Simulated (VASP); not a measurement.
Input of a VASP 6.6.1 run:

Contents of POSCAR:

```
SnSe2
1.0
    3.8406021438      0.0000000000      0.0000000000
   -1.9203010719      3.3260590223      0.0000000000
    0.0000000000      0.0000000000      6.5218840018
Sn Se
1 2
Direct
    0.0000000000      0.0000000000      0.0000000000
    0.3333333333      0.6666666667      0.2413245459
    0.6666666667      0.3333333333      0.7586754541
```

The input INCAR.step1:

```
ALGO = Normal
EDIFF = 1E-5
ENCUT = 550
GGA = PE
GGA_COMPAT = False
ISMEAR = 0
LASPH = True
LCHARG = False
LREAL = False
LWAVE = True
NBANDS = 20
NELM = 120
PREC = Accurate
SIGMA = 0.02
```

The input INCAR.step2:

```
ALGO = Normal
EDIFF = 1E-6
ENCUT = 550
GGA_COMPAT = False
ISIF = 2
ISMEAR = 0
ISTART = 1
LASPH = True
LCHARG = True
LELF = True
LMIXTAU = True
LREAL = False
LVHAR = True
LWAVE = False
METAGGA = R2SCAN
NBANDS = 20
NELM = 120
PREC = Accurate
SIGMA = 0.02
```

KPOINTS

```
k-points
0
Gamma
  14 14 10
```

Potentials or basis: VASP PAW PBE potentials, release 64 (Sn_d, Se).

The run is started by

```console
$ cat potpaw_PBE.64/Sn_d/POTCAR potpaw_PBE.64/Se/POTCAR > POTCAR
$ cp INCAR.step1 INCAR
$ mpirun -np 1 vasp_std > vasp.out
$ cp INCAR.step2 INCAR
$ mpirun -np 1 vasp_std > vasp.out
```

(1) What does it give for the band gap on the k mesh?

(2) What does it give for the largest force?

Answers

(1) 1.01 eV (least direct gap 1.46 eV).

(2) 0.012 eV/Å.

Caveat: the PAW data sets were made with another functional, which shifts forces and pressure a little; spin-orbit coupling is left out, which moves the levels of the heavy elements.
